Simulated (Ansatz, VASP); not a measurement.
This is a calculation of PtSe for Ansatz 0.2.0.

Contents of input.yaml:

```yaml
crystal:
  lattice:
    - [0.0, 2.8169441941, 2.8169441941]
    - [2.8169441941, 0.0, 2.8169441941]
    - [2.8169441941, 2.8169441941, 0.0]
  atoms:
    - { symbol: Pt, position: [0.5, 0.5, 0.5] }
    - { symbol: Se, position: [0.0, 0.0, 0.0] }
hamiltonian:
  xc: pbe
  pseudopotentials: { kind: paw, azcp: { folder: soft_1 } }
kpoints:
  mp_grid: { grid: [8, 8, 8] }
scf:
  occupations: { method: fermi_dirac, width: 0.05 }
output:
  forces: true
  stress: true
  eigenvalues: true
```

Potentials or basis: Ansatz PAW soft_1.

Launch:

```sh
$ ansatz run input.yaml --threads 1 --pin off --max-ram 3584MiB --backend cpu --events-out ev --progress --plain --runs-dir out
```

Problem. Set up the same calculation for VASP 6.6.1. Potentials there: VASP PAW PBE potentials, release 64 (Pt, Se).

Solution. As run (the cutoff follows the program's own potentials):

File INCAR:

```
SYSTEM = PtSe
PREC = Accurate ; ENCUT = 500
EDIFF = 1E-6 ; ISMEAR = -1
SIGMA = 0.05 ; LREAL = .FALSE.
LASPH = .TRUE. ; NELM = 120
ALGO = Normal ; ISIF = 2
LWAVE = .FALSE. ; LCHARG = .FALSE.
GGA = PE ; NBANDS = 15
GGA_COMPAT = .FALSE.
```

File KPOINTS:

```
regular mesh
0
G
  8 8 8
  0 0 0
```

File POSCAR:

```
PtSe
1.0
    0.0000000000      2.8169441941      2.8169441941
    2.8169441941      0.0000000000      2.8169441941
    2.8169441941      2.8169441941      0.0000000000
Pt Se
1 1
Direct
    0.5000000000      0.5000000000      0.5000000000
    0.0000000000      0.0000000000      0.0000000000
```

Potentials or basis: VASP PAW PBE potentials, release 64 (Pt, Se).

Launch:

```console
$ cat potpaw_PBE.64/Pt/POTCAR potpaw_PBE.64/Se/POTCAR > POTCAR
$ mpirun -np 1 vasp_std > vasp.out
```

Both were run:

|  | VASP | Ansatz | Ansatz less VASP |
| --- | --- | --- | --- |
| gap on the k mesh at the Fermi level (eV) | none | none | - |
| pressure (GPa) | -15.4 | -15.4 | +0.06 |

A gap of «none» marks a metal or a gap that the smearing closes. VASP's potentials hold 16 valence electrons a cell and Ansatz's 34, so a difference there can come from the potentials and not from the codes.

Spin-orbit coupling is off throughout.
